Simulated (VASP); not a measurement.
# AlH2 (Cmmm) in VASP: notebook

The runs below take AlH2 through single point, with PBE.

Everything below comes from runs of VASP 6.6.1. Logs are shortened: lines on timing, memory, paths and dates and some standing lists are left out, and cuts for length are marked.

**1. The cell of the first run**

The structure is orthorhombic, space group Cmmm (No. 65). The conventional cell has a = 3.844 Å, b = 5.193 Å, c = 2.682 Å, α = 90.00°, β = 90.00°, γ = 90.00°. Al (site symmetry mmm) has 6 H at 1.84 to 2.06 Å within 2.4 Å. Within 2.1 Å of H (site symmetry m2m) lie 1 H at 1.51 Å and 3 Al at 1.84 to 2.06 Å.

The cell was generated, and may not be a known phase.

**2. Single point, PBE**

INCAR reads:

```
PREC = Accurate ; ENCUT = 520
EDIFF = 1E-6 ; ISMEAR = 0
SIGMA = 0.1 ; LREAL = False
LASPH = True ; NELM = 60
ALGO = Normal ; ISIF = 2
LWAVE = False ; LCHARG = False
GGA = PE ; NBANDS = 10
```

KPOINTS reads:

```
Automatic mesh
0
Gamma
  6 6 6
```

POSCAR reads:

```
AlH2
1.0
    1.9218530624     -2.5965354449      0.0000000000
    1.9218530624      2.5965354449      0.0000000000
    0.0000000000      0.0000000000      2.6822368734
Al H
1 2
Direct
    0.5000000000      0.5000000000      0.5000000000
    0.8550045801      0.1449954199      0.5000000000
    0.1449954199      0.8550045801      0.5000000000
```

Potentials or basis: VASP PAW PBE potentials, release 64 (Al, H).

Command:

```console
> cat potpaw_PBE.64/Al/POTCAR potpaw_PBE.64/H/POTCAR > POTCAR
> mpirun -np 1 vasp_std > vasp.out
```

OUTCAR:

```text
PREC = Accurate
   ENCUT = 520
   EDIFF = 1E-6
   ISMEAR = 0
   LREAL = False
   LASPH = True
   NELM = 60
   ISIF = 2
   GGA = PE

 ion  position               nearest neighbor table
   1  0.500  0.500  0.500-   2 1.84   3 1.84   3 2.06   2 2.06   3 2.06   2 2.06
   2  0.855  0.145  0.500-   1 1.84   1 2.06   1 2.06
   3  0.145  0.855  0.500-   1 1.84   1 2.06   1 2.06

  LATTYP: Found a base centered orthorhombic cell.
 ALAT       =     3.8437061248
 B/A-ratio  =     1.3510582550
 C/A-ratio  =     0.6978256886

  Lattice vectors:

 A1 = (   1.9218530624,  -2.5965354449,   0.0000000000)
 A2 = (   1.9218530624,   2.5965354449,   0.0000000000)
 A3 = (   0.0000000000,   0.0000000000,   2.6822368734)

Analysis of symmetry for initial positions (statically):
=====================================================================
 Subroutine PRICEL returns:
 Original cell was already a primitive cell.

 Routine SETGRP: Setting up the symmetry group for a
 base centered orthorhombic supercell.

 Subroutine GETGRP returns: Found  8 space group operations
 (whereof  8 operations were pure point group operations)
 out of a pool of  8 trial point group operations.

The static configuration has the point symmetry D_2h.

Analysis of symmetry for dynamics (positions and initial velocities):
=====================================================================
 Subroutine PRICEL returns:
 Original cell was already a primitive cell.

 Routine SETGRP: Setting up the symmetry group for a
 base centered orthorhombic supercell.

 Subroutine GETGRP returns: Found  8 space group operations
 (whereof  8 operations were pure point group operations)
 out of a pool of  8 trial point group operations.

The dynamic configuration has the point symmetry D_2h.

 Subroutine INISYM returns: Found  8 space group operations
 (whereof  8 operations are pure point group operations),
 and found     1 'primitive' translations

----------------------------------------------------------------------------------------

                                     Primitive cell

  volume of cell :      26.7696

  direct lattice vectors                    reciprocal lattice vectors
     1.921853062 -2.596535445  0.000000000     0.260165571 -0.192564288  0.000000000
     1.921853062  2.596535445  0.000000000     0.260165571  0.192564288  0.000000000
     0.000000000  0.000000000  2.682236873     0.000000000  0.000000000  0.372823150

  length of vectors
[... 85 lines left out ...]
   LREAL  =      F    real-space projection
   EDIFFG = 0.1E-04   stopping-criterion for IOM
   NSW    =      0    number of steps for IOM
   IBRION =     -1    ionic relax: 0-MD 1-quasi-New 2-CG
   NFREE  =      0    steps in history (QN), initial steepest desc. (CG)
   ISIF   =      2    stress and relaxation
   ISYM   =      2    0-nonsym 1-usesym 2-fastsym
   POTIM  = 0.5000    time-step for ionic-motion
   TEBEG  =    0.0;   TEEND  =   0.0 temperature during run
   PSTRESS=    0.0 pullay stress
   NELECT =       5.0000    total number of electrons
   NUPDOWN=      -1.0000    fix difference up-down
   EMIN   =  10.00;   EMAX   =-10.00  energy-range for DOS
   EFERMI =   0.00;   METHOD = LEGACY
   ISMEAR =     0;   SIGMA  =   0.10  broadening in eV -4-tet -1-fermi 0-gaus
   EFERMI_NEDOS =   21; number of points for ismear=-14 and -15
   IALGO  =     38    algorithm
   IMIX   =      4    mixing-type and parameters
     AMIX     =   0.40;   BMIX     =  1.00
     AMIX_MAG =   1.60;   BMIX_MAG =  1.00
  volume/ion in A,a.u.               =       8.92        60.22
  Fermi-wavevector in a.u.,A,eV,Ry     =   0.935803  1.768411 11.914986  0.875727
  Thomas-Fermi vector in A             =   2.062747
   LORBIT       =      0    0 simple, 1 ext, 2 COOP (PROOUT), +10 PAW based schemes
   GGA     = PE    functional components
   LHFCALC =     F    Hartree Fock is set to
   AEXX    =    0.0000 exact exchange contribution
   IVDW    =     0    specifies the selected vdW correction
   LEPSILON=     F    determine dielectric tensor
   LRPA    =     F    only Hartree local field effects (RPA)
 non-spin polarized calculation
 Gauss-broadening in eV      SIGMA  =   0.10
  energy-cutoff  :      520.00
  volume of cell :       26.77
 maximum number of plane-waves:       732
   NGX = 13   NGY = 13   NGZ =  9

 number of electron       5.0000000 magnetization

 Free energy of the ion-electron system (eV)
  ---------------------------------------------------
  ext. energy  EPLUGINS =         0.00000000
  ---------------------------------------------------
  free energy    TOTEN  =        -9.11746501 eV

  energy without entropy =       -9.11593530  energy(sigma->0) =       -9.11670015

 E-fermi :   4.4096     XC(G=0):  -9.5310

 val. band max:        4.2414132400   @ k =   0.1667   0.1667   0.5000
 cond. band min:       4.4390558060   @ k =   0.5000   0.3333   0.5000
 fundamental gap:      0.1976425660
 Fermi energy:         4.4095756911

 k-point     1 :       0.0000    0.0000    0.0000
  band No.  band energies     occupation
      1      -6.7650      2.00000
      2       5.4197      0.00000
      3       6.8327      0.00000
      4       9.0723      0.00000
      5      10.4038      0.00000
      6      13.4245      0.00000
      7      14.5654      0.00000
      8      14.5827      0.00000
      9      18.9171      0.00000
     10      25.1041      0.00000
[... 287 lines left out ...]
 k-point    24 :       0.5000    0.3333    0.1667
  band No.  band energies     occupation
      1      -2.5065      2.00000
      2      -0.0703      2.00000
      3       1.8612      2.00000
      4       7.2908      0.00000
      5      12.2607      0.00000
      6      14.8948      0.00000
      7      16.4034      0.00000
      8      18.3669      0.00000
      9      21.5875      0.00000
     10      23.3843      0.00000

 [... further k-points ...]
[... 5 lines left out ...]
  --------------------------------------------------------------------------------------
  -------------------------------------------------------------------------------------
  Total       -0.0461583     -0.0515830     -0.0483731      0.0000000      0.0000000      0.0000000
  in kB       -2.7626072     -3.0872773     -2.8951608      0.0000000      0.0000000      0.0000000
  external PRESSURE =      -2.9150151 kB  Pullay stress =       0.0000000 kB

 VOLUME and BASIS-vectors are now :
 -----------------------------------------------------------------------------
  energy-cutoff  :      520.00
  volume of cell :       26.77
      direct lattice vectors                 reciprocal lattice vectors
     1.921853062 -2.596535445  0.000000000     0.260165571 -0.192564288  0.000000000
     1.921853062  2.596535445  0.000000000     0.260165571  0.192564288  0.000000000
     0.000000000  0.000000000  2.682236873     0.000000000  0.000000000  0.372823150

 POSITION                                       TOTAL-FORCE (eV/Angst)
 -----------------------------------------------------------------------------------
      1.92185      0.00000      1.34112        -0.000000     -0.000000     -0.000000
      1.92185     -1.84356      1.34112         0.000000      0.004076     -0.000000
      1.92185      1.84356      1.34112         0.000000     -0.004076      0.000000
 -----------------------------------------------------------------------------------
    total drift:                               -0.000000     -0.000000      0.000000

  FREE ENERGIE OF THE ION-ELECTRON SYSTEM (eV)
  ---------------------------------------------------
  free  energy   TOTEN  =        -9.1174650059 eV

  energy  without entropy=       -9.1159353040  energy(sigma->0) =       -9.11670015
```

stdout:

```text
POSCAR found type information on POSCAR AlH
 POSCAR found :  2 types and       3 ions
 scaLAPACK will be used
 LDA part: xc-table for (Slater+PW92), standard interpolation
 POSCAR, INCAR and KPOINTS ok, starting setup
 FFT: planning ... GRIDC
 FFT: planning ... GRID_SOFT
 FFT: planning ... GRID
 WAVECAR not read
 entering main loop
```

Wall time 9.6 s (1 thread of AMD EPYC 7R43 (Zen 3), shared host); peak memory 0.1 GiB.

What came out:

```
Free energy            : -9.1175 eV
Pressure               : -0.3 GPa
Largest force          : 0.004 eV/Å
Band gap on the k mesh : zero (an odd number of electrons rules out a gap without spin polarisation)
```

Forces in eV/Å, atoms in the order of the input:
```
Al   0.000  0.000  0.000
H    0.000  0.004  0.000
H    0.000 -0.004  0.000
```

Caveat: the k points lie up to 0.39 Å⁻¹ apart, too coarse for converged energies and pressures of a metal; an odd number of electrons without spin polarisation forces a metal; a magnetic or distorted state may lie lower.

**3. Single point, PBE**

This run uses another cell than the first one, of 10.52 Å³/atom.

INCAR reads:

```
  ALGO = Normal
  EDIFF = 1E-7
  ENCUT = 520
  GGA = PE
  ISIF = 2
  ISMEAR = 0
  LASPH = True
  LCHARG = False
  LREAL = False
  LWAVE = False
  NBANDS = 10
  NELM = 100
  PREC = Accurate
  SIGMA = 0.1
```

KPOINTS reads:

```
k-points
0
Gamma
  6 6 6
```

POSCAR reads:

```
AlH2
1.0
    2.0347039300     -2.8705804400      0.0000000000
    2.0347039300      2.8705804400      0.0000000000
    0.0000000000      0.0000000000      2.7012850700
Al H
1 2
Direct
    0.5000000000      0.5000000000      0.5000000000
    0.8697543100      0.1302456900      0.5000000000
    0.1302456900      0.8697543100      0.5000000000
```

Potentials or basis: VASP PAW PBE potentials, release 64 (Al, H).

Command:

```console
> cat potpaw_PBE.64/Al/POTCAR potpaw_PBE.64/H/POTCAR > POTCAR
> mpirun -np 1 vasp_std > vasp.out
```

OUTCAR:

```text
EDIFF = 1E-7
   ENCUT = 520
   GGA = PE
   ISIF = 2
   ISMEAR = 0
   LASPH = True
   LREAL = False
   NELM = 100
   PREC = Accurate

 ion  position               nearest neighbor table
   1  0.500  0.500  0.500-   2 2.12   3 2.12
   2  0.870  0.130  0.500-   1 2.12
   3  0.130  0.870  0.500-   1 2.12

  LATTYP: Found a base centered orthorhombic cell.
 ALAT       =     4.0694078600
 B/A-ratio  =     1.4108098961
 C/A-ratio  =     0.6638029814

  Lattice vectors:

 A1 = (   2.0347039300,  -2.8705804400,   0.0000000000)
 A2 = (   2.0347039300,   2.8705804400,   0.0000000000)
 A3 = (   0.0000000000,   0.0000000000,   2.7012850700)

Analysis of symmetry for initial positions (statically):
=====================================================================
 Subroutine PRICEL returns:
 Original cell was already a primitive cell.

 Routine SETGRP: Setting up the symmetry group for a
 base centered orthorhombic supercell.

 Subroutine GETGRP returns: Found  8 space group operations
 (whereof  8 operations were pure point group operations)
[... 170 lines left out ...]
 cond. band min:       3.0712043118   @ k =   0.3333   0.3333   0.5000
 fundamental gap:      0.0652815300
 Fermi energy:         3.0523040264

 k-point     1 :       0.0000    0.0000    0.0000
  band No.  band energies     occupation
      1      -6.7923      2.00000
      2       4.3322      0.00000
      3       4.3660      0.00000
      4       6.6238      0.00000
      5       8.9989      0.00000
      6       9.3905      0.00000
      7      12.0332      0.00000
      8      13.9335      0.00000
      9      16.6803      0.00000
     10      21.6760      0.00000
[... 287 lines left out ...]
 k-point    24 :       0.5000    0.3333    0.1667
  band No.  band energies     occupation
      1      -3.2388      2.00000
      2      -0.7226      2.00000
      3       0.3804      2.00000
      4       5.8311      0.00000
      5      10.6611      0.00000
      6      13.0480      0.00000
      7      14.4388      0.00000
      8      15.5034      0.00000
      9      19.4176      0.00000
     10      19.7145      0.00000

 [... further k-points ...]
[... 5 lines left out ...]
  --------------------------------------------------------------------------------------
  -------------------------------------------------------------------------------------
  Total       -1.3652156     -3.8969368     -0.3814940      0.0000000      0.0000000      0.0000000
  in kB      -69.3171147   -197.8620874    -19.3698810      0.0000000      0.0000000      0.0000000
  external PRESSURE =     -95.5163610 kB  Pullay stress =       0.0000000 kB

 VOLUME and BASIS-vectors are now :
 -----------------------------------------------------------------------------
  energy-cutoff  :      520.00
  volume of cell :       31.56
      direct lattice vectors                 reciprocal lattice vectors
     2.034703930 -2.870580440  0.000000000     0.245735998 -0.174180801  0.000000000
     2.034703930  2.870580440  0.000000000     0.245735998  0.174180801  0.000000000
     0.000000000  0.000000000  2.701285070     0.000000000  0.000000000  0.370194176

 POSITION                                       TOTAL-FORCE (eV/Angst)
 -----------------------------------------------------------------------------------
      2.03470      0.00000      1.35064         0.000000     -0.000000      0.000000
      2.03470     -2.12282      1.35064         0.000000     -0.005895      0.000000
      2.03470      2.12282      1.35064         0.000000      0.005895      0.000000
 -----------------------------------------------------------------------------------
    total drift:                               -0.000000     -0.000000      0.000000

  FREE ENERGIE OF THE ION-ELECTRON SYSTEM (eV)
  ---------------------------------------------------
  free  energy   TOTEN  =        -8.8413983086 eV

  energy  without entropy=       -8.8380685016  energy(sigma->0) =       -8.83973341
```

It took 14 s on 1 thread of AMD EPYC 7R43 (Zen 3), shared host; peak memory 0.11 GiB.

What came out:

* Free energy: -8.8414 eV
* Pressure: -9.6 GPa
* Largest force: 0.006 eV/Å
* Band gap on the k mesh: zero (an odd number of electrons rules out a gap without spin polarisation)

Forces in eV/Å, atoms in the order of the input:
```
Al   0.000  0.000  0.000
H    0.000 -0.006  0.000
H    0.000  0.006  0.000
```

Levels at points of the mesh, in eV from the Fermi level:
```csv
k point,band 1,band 2,band 3,band 4,band 5,band 6,band 7
"(0.00, 0.00, 0.00)",-9.84,1.28,1.31,3.57,5.95,6.34,8.98
"(0.50, 0.00, 0.00)",-7.15,-6.00,0.97,2.99,8.78,10.82,12.88
"(0.50, 0.50, 0.00)",-6.07,-5.03,-2.28,0.39,10.85,13.10,13.61
"(0.00, 0.00, 0.50)",-7.03,-2.39,2.85,6.58,6.91,9.10,9.56
"(0.50, 0.00, 0.50)",-5.07,-2.16,-0.53,2.73,4.30,6.34,9.55
"(0.50, 0.50, 0.50)",-3.77,-2.54,0.23,2.64,3.59,3.79,6.96
```

Caveat: the k points lie up to 0.39 Å⁻¹ apart, too coarse for converged energies and pressures of a metal; an odd number of electrons without spin polarisation forces a metal; a magnetic or distorted state may lie lower.

The gap in the log of VASP goes by the Fermi energy; the results here count the filled bands.